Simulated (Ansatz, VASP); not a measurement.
# Two plane-wave programs on WC

File INCAR:

```
SYSTEM = WC
ALGO     = Normal         ! electronic algorithm
EDIFF    = 1E-7           ! SCF threshold, eV
ENCUT    = 520            ! plane-wave cutoff, eV
GGA      = PE             ! functional
ISIF     = 2              ! what is computed and relaxed
ISMEAR   = 0              ! smearing method
LASPH    = .True.         ! aspherical terms in the spheres
LCHARG   = .True.         ! write CHGCAR
LELF     = .True.         ! ELF
LREAL    = .False.        ! projectors in reciprocal space
LVHAR    = .True.       
LWAVE    = .False.        ! write WAVECAR
NBANDS   = 16             ! bands
NELM     = 100            ! most SCF steps
PREC     = Accurate       ! precision mode
SIGMA    = 0.15           ! smearing width, eV
```

File KPOINTS:

```
k-points
0
Gamma
  18 18 16
  0 0 0
```

The input POSCAR:

```
WC
1.0
    2.9005014360      0.0000000000      0.0000000000
   -1.4502507180      2.5119079273      0.0000000000
    0.0000000000      0.0000000000      2.8290000000
W C
1 1
Direct
   -0.0888587827     -0.0398103764      0.0000000000
    0.6666666667      0.3333333333      0.5000000000
```

Input for Ansatz:

```yaml
crystal:
  lattice:
    - [2.900501436, 0.0, 0.0]
    - [-1.450250718, 2.5119079273, 0.0]
    - [0.0, 0.0, 2.829]
  atoms:
    - { symbol: W, position: [-0.0888587827, -0.0398103764, 0.0] }
    - { symbol: C, position: [0.6666666667, 0.3333333333, 0.5] }
basis:
  ecutwfc: 420
kpoints:
  mp_grid: { grid: [18, 18, 16] }
hamiltonian:
  xc: pbe
scf:
  occupations: { method: gaussian, width: 0.15 }
output:
  forces: true
  stress: true
  eigenvalues: true
```

Alike in both runs: task single point; functional PBE; k mesh 18 × 18 × 16; occupations gaussian, width 0.15 eV; no spin polarisation.

|  | VASP | Ansatz |
| --- | --- | --- |
| version | VASP 6.6.1 | Ansatz 0.2.0 |
| potentials or method | VASP PAW PBE potentials, release 64 (W_sv, C), cutoff 520 eV | scalar-relativistic, plane waves, PAW |
| valence electrons in the cell | 18 | 18 |

```csv
,VASP,Ansatz,Ansatz less VASP
gap on the k mesh at the Fermi level (eV),none,none,-
pressure (GPa),16.4,15.2,-1.20
"traceless stress, the component that is largest in VASP (GPa)",-8.24,-8.07,+0.175
rms of the force components (eV/Å),1.714,1.709,-0.0053
```

Atom by atom the forces differ by 0.005 eV/Å (rms over components). A gap of «none» marks a metal or a gap that the smearing closes.

Spin-orbit coupling is off throughout.
